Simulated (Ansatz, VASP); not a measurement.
## One calculation of NbSi2, two programs

File INCAR:

```
PREC = Accurate ; ENCUT = 600
EDIFF = 1E-7 ; ISMEAR = 0
SIGMA = 0.1 ; LREAL = False
LASPH = True ; NELM = 80
ALGO = Normal ; ISIF = 3
LWAVE = False ; LCHARG = False
GGA = PE ; IVDW = 12
IBRION = 2 ; NSW = 70
EDIFFG = -0.005
```

Contents of KPOINTS:

```
regular mesh
0
Gamma
  9 9 6
```

The input POSCAR:

```
NbSi2
1.0
    4.8123187358      0.0000000000      0.0000000000
   -2.4061593679      4.1675902763      0.0000000000
    0.0000000000      0.0000000000      6.6149590918
Nb Si
3 6
Direct
    0.5000000000      0.0000000000      0.5000000000
    0.5000000000      0.5000000000      0.8333333333
    0.0000000000      0.5000000000      0.1666666667
    0.1591986673      0.3183973345      0.5000000000
    0.8408013327      0.1591986673      0.8333333333
    0.6816026655      0.8408013327      0.1666666667
    0.8408013327      0.6816026655      0.5000000000
    0.1591986673      0.8408013327      0.8333333333
    0.3183973345      0.1591986673      0.1666666667
```

Input for Ansatz:

```yaml
crystal:
  lattice:
    - [4.8123187358, 0.0, 0.0]
    - [-2.4061593679, 4.1675902763, 0.0]
    - [0.0, 0.0, 6.6149590918]
  atoms:
    - { symbol: Nb, position: [0.5, 0.0, 0.5] }
    - { symbol: Nb, position: [0.5, 0.5, 0.8333333333] }
    - { symbol: Nb, position: [0.0, 0.5, 0.1666666667] }
    - { symbol: Si, position: [0.1591986673, 0.3183973345, 0.5] }
    - { symbol: Si, position: [0.8408013327, 0.1591986673, 0.8333333333] }
    - { symbol: Si, position: [0.6816026655, 0.8408013327, 0.1666666667] }
    - { symbol: Si, position: [0.8408013327, 0.6816026655, 0.5] }
    - { symbol: Si, position: [0.1591986673, 0.8408013327, 0.8333333333] }
    - { symbol: Si, position: [0.3183973345, 0.1591986673, 0.1666666667] }
basis:
  ecutwfc: 420
kpoints:
  mp_grid: { grid: [9, 9, 6] }
hamiltonian:
  xc: pbe
  dispersion: d3bj
scf:
  occupations: { method: gaussian, width: 0.1 }
output:
  forces: true
  stress: true
  eigenvalues: true
relax:
  adjacent_minimum: "off"
  f_tol: 0.005
  max_steps: 50
  cell: { stress_tol: 0.05 }
```

Alike in both runs: task relaxation of cell and atoms; functional PBE; dispersion D3(BJ); k mesh 9 × 9 × 6; occupations gaussian, width 0.1 eV; no spin polarisation.

|  | VASP | Ansatz |
| --- | --- | --- |
| version | VASP 6.6.1 | Ansatz 0.2.0 |
| potentials or method | VASP PAW PBE potentials, release 64 (Nb_sv, Si), cutoff 600 eV | scalar-relativistic, plane waves, PAW |
| valence electrons in the cell | 63 | 63 |

VASP gave:

| Item | Value |
| --- | --- |
| gap on the k mesh at the Fermi level, each at its own relaxed structure (eV) | none |
| relaxed volume (Å³/atom) | 14.20 |
| relaxed cell length with the largest relative difference (Å) | 6.548 |

Which values does Ansatz return?

gap on the k mesh at the Fermi level, each at its own relaxed structure (eV): none; relaxed volume (Å³/atom): 14.22; relaxed cell length with the largest relative difference (Å): 6.551.

A gap of «none» marks a metal or a gap that the smearing closes.
